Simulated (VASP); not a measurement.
## CsI: relaxation of cell and atoms with HSE06

The system is CsI.

```
Cs I
1.0
     4.60812    0.00000    0.00000
     0.00000    4.60812    0.00000
     0.00000    0.00000    4.60812
Cs I
1 1
Direct
  0.00000 0.00000 0.00000
  0.50000 0.50000 0.50000
```

* Program: VASP 6.6.1
* Task: relaxation of cell and atoms
* Functional: HSE06
* Potentials or basis: VASP PAW PBE potentials, release 64 (Cs_sv, I)
* Cutoff: 500 eV
* k mesh: 4 × 4 × 4
* Occupations: fermi-dirac, width 0.02 eV
* Spin: no spin polarisation
* Dipole correction: no
* Grid for exact exchange (PRECFOCK): Normal
* Further INCAR settings: ALGO = Normal; EDIFF = 1e-07; IBRION = 2; EDIFFG = -0.005; NSW = 80; ISIF = 3
* Screening parameter: 0.2079 1/Å

| Quantity | Value |
| --- | --- |
| Relaxed volume | 49.87 Å³/atom |
| Relaxed cell | a = 4.637 Å, b = 4.637 Å, c = 4.637 Å, α = 90.00°, β = 90.00°, γ = 90.00° |
| Space group after relaxing (to 0.05 Å) | Pm-3m (No. 221) |
| Energy gained by relaxing | 0.6 meV/atom |
| Ionic steps | 4 |
| Pressure after relaxing | 0.0 GPa |
| Band gap on the k mesh | 4.71 eV, indirect (least direct gap 4.81 eV) |

Step by step:
```tsv
step	energy change (eV)	largest force (eV/Å)	pressure (GPa)	volume (Å³)
1	0.0000	0.0000	0.20	97.85
2	-0.0009	0.0000	0.11	98.73
3	-0.0012	0.0000	0.02	99.54
4	-0.0012	0.0000	0.00	99.73
```

Final structure:
```
Cs I
1.0
     4.63747    0.00000    0.00000
     0.00000    4.63747    0.00000
     0.00000    0.00000    4.63747
Cs I
1 1
Direct
  0.00000 0.00000 0.00000
  0.50000 0.50000 0.50000
```

Levels at points of the mesh, in eV from the valence-band top:
```
           k point  band 6  band 7  band 8  band 9  band 10  band 11
(0.00, 0.00, 0.00)   -0.10   -0.10   -0.10    4.71     5.21     5.21
(0.50, 0.00, 0.00)   -1.53   -0.22   -0.22    6.27     7.31     7.62
(0.50, 0.50, 0.00)   -0.89   -0.89    0.00    5.22     5.92     7.17
(0.50, 0.50, 0.50)   -1.27   -1.27   -1.27    8.05     8.05     8.05
```

Run time: 23 min on 1 thread of Intel(R) Xeon(R) 6975P-C (Granite Rapids) (shared host), peak memory 0.32 GiB.

Caveat: the PAW data sets were made with another functional, which shifts forces and pressure a little; spin-orbit coupling is left out, which moves the levels of the heavy elements. A k mesh can miss the band edges.
